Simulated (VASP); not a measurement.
# LiF (Griceite) (Fm-3m) in VASP: a series of runs

LiF (Griceite) is run at these levels: PBE-based screened hybrid; tasks: single point.

Everything below comes from runs of VASP 6.6.1. Logs are shortened: lines on timing, memory, paths and dates and some standing lists are left out, and cuts for length are marked.

## (1) The cell of the first run

Symmetry: Fm-3m, No. 225, cubic system. Conventional cell: a = 4.028 Å, b = 4.028 Å, c = 4.028 Å, α = 90.00°, β = 90.00°, γ = 90.00°. Within 2.7 Å of F (site symmetry m-3m) lie 6 Li at 2.01 Å. Within 2.7 Å of Li (site symmetry m-3m) lie 6 F at 2.01 Å.

## (2) Single point, PBE-based screened hybrid

File POSCAR:

```
LiF
1.0
    0.0000000000      2.0140000000      2.0140000000
    2.0140000000      0.0000000000      2.0140000000
    2.0140000000      2.0140000000      0.0000000000
F Li
1 1
Direct
    0.5000000000      0.5000000000      0.5000000000
    0.0000000000      0.0000000000      0.0000000000
```

File INCAR.step1:

```
SYSTEM = LiF
ALGO = Normal ; EDIFF = 1E-5
ENCUT = 520 ; GGA = PE
ISIF = 2 ; ISMEAR = -1
LASPH = .TRUE. ; LCHARG = .FALSE.
LREAL = .FALSE. ; LWAVE = .TRUE.
NBANDS = 12 ; NELM = 80
PREC = Accurate ; SIGMA = 0.05
```

File INCAR.step2:

```
SYSTEM = LiF
AEXX = 0.15 ; ALGO = Normal
EDIFF = 1E-6 ; ENCUT = 520
GGA = PE ; HFSCREEN = 0.2
ISIF = 2 ; ISMEAR = -1
ISTART = 1 ; LASPH = .TRUE.
LCHARG = .FALSE. ; LHFCALC = .TRUE.
LREAL = .FALSE. ; LWAVE = .FALSE.
NBANDS = 12 ; NELM = 80
PREC = Accurate ; PRECFOCK = Normal
SIGMA = 0.05
```

File KPOINTS:

```
k-points
0
G
  6 6 6
  0 0 0
```

Potentials or basis: VASP PAW PBE potentials, release 64 (F, Li_sv).

Command:

```bash
> cat potpaw_PBE.64/F/POTCAR potpaw_PBE.64/Li_sv/POTCAR > POTCAR
> cp INCAR.step1 INCAR
> mpirun -np 1 vasp_std > vasp.out
> cp INCAR.step2 INCAR
> mpirun -np 1 vasp_std > vasp.out
```

OUTCAR:

```text
SYSTEM = LiF
   AEXX = 0.15
   EDIFF = 1E-6
   ENCUT = 520
   GGA = PE
   HFSCREEN = 0.2
   ISIF = 2
   ISMEAR = -1
   ISTART = 1
   LASPH = .TRUE.
   LHFCALC = .TRUE.
   LREAL = .FALSE.
   NELM = 80
   PREC = Accurate
   PRECFOCK = Normal

 ion  position               nearest neighbor table
   1  0.500  0.500  0.500-   2 2.01   2 2.01   2 2.01   2 2.01   2 2.01   2 2.01
   2  0.000  0.000  0.000-   1 2.01   1 2.01   1 2.01   1 2.01   1 2.01   1 2.01

  LATTYP: Found a face centered cubic cell.
 ALAT       =     4.0280000000

  Lattice vectors:

 A1 = (   0.0000000000,   2.0140000000,   2.0140000000)
 A2 = (   2.0140000000,   0.0000000000,   2.0140000000)
 A3 = (   2.0140000000,   2.0140000000,   0.0000000000)

Analysis of symmetry for initial positions (statically):
=====================================================================
 Subroutine PRICEL returns:
 Original cell was already a primitive cell.

 Routine SETGRP: Setting up the symmetry group for a
 face centered cubic supercell.

 Subroutine GETGRP returns: Found 48 space group operations
 (whereof 48 operations were pure point group operations)
 out of a pool of 48 trial point group operations.

The static configuration has the point symmetry O_h .

Analysis of symmetry for dynamics (positions and initial velocities):
=====================================================================
 Subroutine PRICEL returns:
 Original cell was already a primitive cell.

 Routine SETGRP: Setting up the symmetry group for a
 face centered cubic supercell.

 Subroutine GETGRP returns: Found 48 space group operations
 (whereof 48 operations were pure point group operations)
 out of a pool of 48 trial point group operations.

The dynamic configuration has the point symmetry O_h .

 Subroutine INISYM returns: Found 48 space group operations
 (whereof 48 operations are pure point group operations),
 and found     1 'primitive' translations

----------------------------------------------------------------------------------------

                                     Primitive cell

  volume of cell :      16.3384

  direct lattice vectors                    reciprocal lattice vectors
     0.000000000  2.014000000  2.014000000    -0.248262165  0.248262165  0.248262165
     2.014000000  0.000000000  2.014000000     0.248262165 -0.248262165  0.248262165
     2.014000000  2.014000000  0.000000000     0.248262165  0.248262165 -0.248262165

[... 90 lines left out ...]
   EFERMI_NEDOS =   21; number of points for ismear=-14 and -15
   IALGO  =     38    algorithm
   IMIX   =      1    mixing-type and parameters
     AMIX     =   0.40;   BMIX     =  1.00
     AMIX_MAG =   1.60;   BMIX_MAG =  1.00
  volume/ion in A,a.u.               =       8.17        55.13
  Fermi-wavevector in a.u.,A,eV,Ry     =   1.389970  2.626662 26.286674  1.932016
  Thomas-Fermi vector in A             =   2.513950
   LORBIT       =      0    0 simple, 1 ext, 2 COOP (PROOUT), +10 PAW based schemes
   GGA     = PE    functional components
   LHFCALC =     T    Hartree Fock is set to
   PRECFOCK=normal    Normal, Fast or Accurate (Low or Medium for compatibility)
   ENCUT4O =  -1.0   cutoff for four orbital integrals eV
   NKREDX  =     1    reduce k-point grid by
   NKREDY  =     1    reduce k-point grid by
   NKREDZ  =     1    reduce k-point grid by
   AEXX    =    0.1500 exact exchange contribution
   HFSCREEN=    0.2000 screening length (either q_TF or 0.3 A-1)
   HFSCREENC=   0.2000 screening length for correlation (either q_TF or 0.3 A-1)
   ENCUTFOCK=  -1.0 apply spherical cutoff to Coloumb kernel
   IVDW    =     0    specifies the selected vdW correction
   LEPSILON=     F    determine dielectric tensor
   LRPA    =     F    only Hartree local field effects (RPA)
 non-spin polarized calculation
  energy-cutoff  :      520.00
  volume of cell :       16.34
 maximum number of plane-waves:       459
 NGX is ok and might be reduce to    24
  NGX = 16; NGY = 16; NGZ = 16

 number of electron       9.9999992 magnetization

 Free energy of the ion-electron system (eV)
  ---------------------------------------------------
  ext. energy  EPLUGINS =         0.00000000
  ---------------------------------------------------
  free energy    TOTEN  =       -10.69062871 eV

  energy without entropy =      -10.69062871  energy(sigma->0) =      -10.69062871

 E-fermi :  -0.7179     XC(G=0):  -8.8824

 val. band max:       -2.0491740431   @ k =   0.0000   0.0000   0.0000
 cond. band min:       8.4266574826   @ k =   0.0000   0.0000   0.0000
 fundamental gap:     10.4758315257
 Fermi energy:        -0.7179387538

 k-point     1 :       0.0000    0.0000    0.0000
  band No.  band energies     occupation
      1     -44.2063      2.00000
      2     -22.9884      2.00000
      3      -2.0492      2.00000
      4      -2.0492      2.00000
      5      -2.0492      2.00000
      6       8.4267      0.00000
      7      23.5134      0.00000
      8      23.5134      0.00000
      9      23.5134      0.00000
     10      23.7891      0.00000
     11      23.7891      0.00000
     12      23.7891      0.00000
[... 211 lines left out ...]
 k-point    16 :      -0.3333    0.5000    0.1667
  band No.  band energies     occupation
      1     -44.1304      2.00000
      2     -22.2906      2.00000
      3      -4.6690      2.00000
      4      -3.6513      2.00000
      5      -2.9304      2.00000
      6      14.3737      0.00000
      7      14.8618      0.00000
      8      16.9273      0.00000
      9      19.0422      0.00000
     10      23.4731      0.00000
     11      31.1356      0.00000
     12      33.6039      0.00000

------------------------ aborting loop because EDIFF is reached ----------------------------------------

  FORCE on cell =-STRESS in cart. coord.  units (eV):
  Direction    XX          YY          ZZ          XY          YZ          ZX
  --------------------------------------------------------------------------------------
  -------------------------------------------------------------------------------------
  Total        0.0016834      0.0016834      0.0016834      0.0000000     -0.0000000      0.0000000
  in kB        0.1650741      0.1650741      0.1650741      0.0000000     -0.0000000      0.0000000
  external PRESSURE =       0.1650741 kB  Pullay stress =       0.0000000 kB

 VOLUME and BASIS-vectors are now :
 -----------------------------------------------------------------------------
  energy-cutoff  :      520.00
  volume of cell :       16.34
      direct lattice vectors                 reciprocal lattice vectors
     0.000000000  2.014000000  2.014000000    -0.248262165  0.248262165  0.248262165
     2.014000000  0.000000000  2.014000000     0.248262165 -0.248262165  0.248262165
     2.014000000  2.014000000  0.000000000     0.248262165  0.248262165 -0.248262165

 POSITION                                       TOTAL-FORCE (eV/Angst)
 -----------------------------------------------------------------------------------
      2.01400      2.01400      2.01400         0.000000      0.000000      0.000000
      0.00000      0.00000      0.00000         0.000000     -0.000000     -0.000000
 -----------------------------------------------------------------------------------
    total drift:                                0.000000      0.000000      0.000000

  FREE ENERGIE OF THE ION-ELECTRON SYSTEM (eV)
  ---------------------------------------------------
  free  energy   TOTEN  =       -10.6906287121 eV

  energy  without entropy=      -10.6906287121  energy(sigma->0) =      -10.69062871
```

OUTCAR.step1:

```text
SYSTEM = LiF
   EDIFF = 1E-5
   ENCUT = 520
   GGA = PE
   ISIF = 2
   ISMEAR = -1
   LASPH = .TRUE.
[... 452 lines left out ...]
      2.01400      2.01400      2.01400        -0.000000     -0.000000      0.000000
      0.00000      0.00000      0.00000         0.000000      0.000000     -0.000000
 -----------------------------------------------------------------------------------
    total drift:                               -0.000000     -0.000000      0.000000

  FREE ENERGIE OF THE ION-ELECTRON SYSTEM (eV)
  ---------------------------------------------------
  free  energy   TOTEN  =        -9.6375498482 eV

  energy  without entropy=       -9.6375498482  energy(sigma->0) =       -9.63754985
```

Wall time 5.6 min (1 thread of AMD EPYC 9755, shared host); peak memory 0.19 GiB.

Results:

```yaml
Free_energy: -10.6906 eV
Band_gap_on_the_k_mesh: 10.48 eV, direct
```

Caveat: the k points lie up to 0.45 Å⁻¹ apart; the cutoff is under 1.25 times the usual one of these potentials, so pressure, stress and relaxed cells hold a basis-set (Pulay) error; the PAW data sets were made with another functional, which shifts forces and pressure a little.

## (3) Single point, PBE-based screened hybrid

POSCAR is that of step 2.

File INCAR.step1:

```
  ALGO = Normal
  EDIFF = 1E-5
  ENCUT = 520
  GGA = PE
  ISIF = 2
  ISMEAR = -1
  LASPH = True
  LCHARG = False
  LREAL = False
  LWAVE = True
  NBANDS = 12
  NELM = 100
  PREC = Accurate
  SIGMA = 0.05
```

File INCAR.step2:

```
  AEXX = 0.2
  ALGO = Normal
  EDIFF = 1E-6
  ENCUT = 520
  GGA = PE
  HFSCREEN = 0.2
  ISIF = 2
  ISMEAR = -1
  ISTART = 1
  LASPH = True
  LCHARG = False
  LHFCALC = True
  LREAL = False
  LWAVE = False
  NBANDS = 12
  NELM = 100
  PREC = Accurate
  PRECFOCK = Normal
  SIGMA = 0.05
```

File KPOINTS:

```
k-points
0
Gamma
  6 6 6
```

Potentials or basis: VASP PAW PBE potentials, release 64 (F, Li_sv).

Command:

```bash
> cat potpaw_PBE.64/F/POTCAR potpaw_PBE.64/Li_sv/POTCAR > POTCAR
> cp INCAR.step1 INCAR
> mpirun -np 1 vasp_std > vasp.out
> cp INCAR.step2 INCAR
> mpirun -np 1 vasp_std > vasp.out
```

Run time: 6.1 min. Hardware: 1 thread of AMD EPYC 9755, shared host; peak memory 0.2 GiB.

The run converged. Its results:

- Free energy: -11.0465 eV
- Band gap on the k mesh: 10.94 eV, direct

Levels at points of the mesh, in eV from the valence-band top:
```
           k point  band 2  band 3  band 4  band 5  band 6  band 7  band 8  band 9
(0.00, 0.00, 0.00)  -21.26    0.00    0.00    0.00   10.94   26.10   26.10   26.10
(0.50, 0.00, 0.00)  -20.81   -2.63   -0.24   -0.24   12.65   18.89   20.91   20.91
(0.50, 0.50, 0.00)  -20.54   -3.10   -1.04   -1.04   16.90   18.32   19.50   22.42
```

Caveat: the k points lie up to 0.45 Å⁻¹ apart; the cutoff is under 1.25 times the usual one of these potentials, so pressure, stress and relaxed cells hold a basis-set (Pulay) error; the PAW data sets were made with another functional, which shifts forces and pressure a little.
